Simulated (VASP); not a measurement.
Ge: single point with revPBE+D3(BJ)

The system is Ge.

```
Ge
1.0
    -2.56061    2.56061    1.38642
     2.56061   -2.56061    1.38642
     2.56061    2.56061   -1.38642
Ge
2
Direct
  0.50000 0.50000 0.00000
  0.25000 0.75000 0.50000
```

| Item | Value |
| --- | --- |
| Program | VASP 6.6.1 |
| Task | single point |
| Functional | revPBE |
| Dispersion | D3(BJ) |
| Potentials or basis | VASP PAW PBE potentials, release 64 (Ge_d) |
| Cutoff | 520 eV |
| k mesh | 11 × 11 × 11 |
| Occupations | fermi-dirac, width 0.05 eV |
| Spin | no spin polarisation |

```
Pressure                   : 0.0 GPa
Band gap on the k mesh     : zero (bands 14 and 15 overlap by 4.83 eV)
Dispersion energy per atom : -0.700 eV
```

Levels at points of the mesh, in eV from the Fermi level:
| k point | band 10 | band 11 | band 12 | band 13 | band 14 | band 15 | band 16 | band 17 | band 18 | band 19 |
| --- | --- | --- | --- | --- | --- | --- | --- | --- | --- | --- |
| (0.00, 0.00, 0.00) | -24.53 | -13.51 | -4.03 | -2.45 | -2.45 | 3.16 | 7.69 | 7.69 | 8.33 | 8.57 |

Run time: 56 s on 1 thread of Intel(R) Xeon(R) Platinum 8488C (Sapphire Rapids) (shared host), peak memory 0.22 GiB.

Caveat: the PAW data sets were made with another functional, which shifts forces and pressure a little.
